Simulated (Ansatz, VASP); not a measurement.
Two plane-wave programs on Na3Cl2

```xyz
10
Lattice="3.5164 2.0302 6.8840 -3.5164 2.0302 6.8840 0.0000 -4.0603 6.8840" Properties=species:S:1:pos:R:3 pbc="T T T"
Na   -1.2772   -2.0302    8.6050
Na    2.3968   -0.0910    8.6050
Na   -1.1196    2.1212    8.6050
Na    1.2772    2.0302   12.0471
Na   -2.3968    0.0910   12.0471
Na    1.1196   -2.1212   12.0471
Cl    0.0000    0.0000   17.3605
Cl    0.0000    0.0000   13.6176
Cl    0.0000    0.0000    3.2916
Cl    0.0000    0.0000    7.0345
```

Alike in both runs: functional PBE; k mesh 6 × 6 × 6; occupations gaussian, width 0.01 eV; no spin polarisation.

Ansatz relaxed the structure, and its values are those at the end. VASP's run is a single point on that final structure, the one shown.

```csv
,VASP,Ansatz
version,VASP 6.6.1,Ansatz 0.2.0
potentials or method,"VASP PAW PBE potentials, release 64 (Na_pv, Cl), cutoff 520 eV","scalar-relativistic, plane waves, PAW"
valence electrons in the cell,70,82
```

|  | VASP | Ansatz | Ansatz less VASP |
| --- | --- | --- | --- |
| gap on the k mesh at the Fermi level (eV) | none | none | - |
| pressure (GPa) | 0.0 | 0.0 | +0.02 |

A gap of «none» marks a metal or a gap that the smearing closes. VASP's potentials hold 70 valence electrons a cell and Ansatz's 82, so a difference there can come from the potentials and not from the codes.
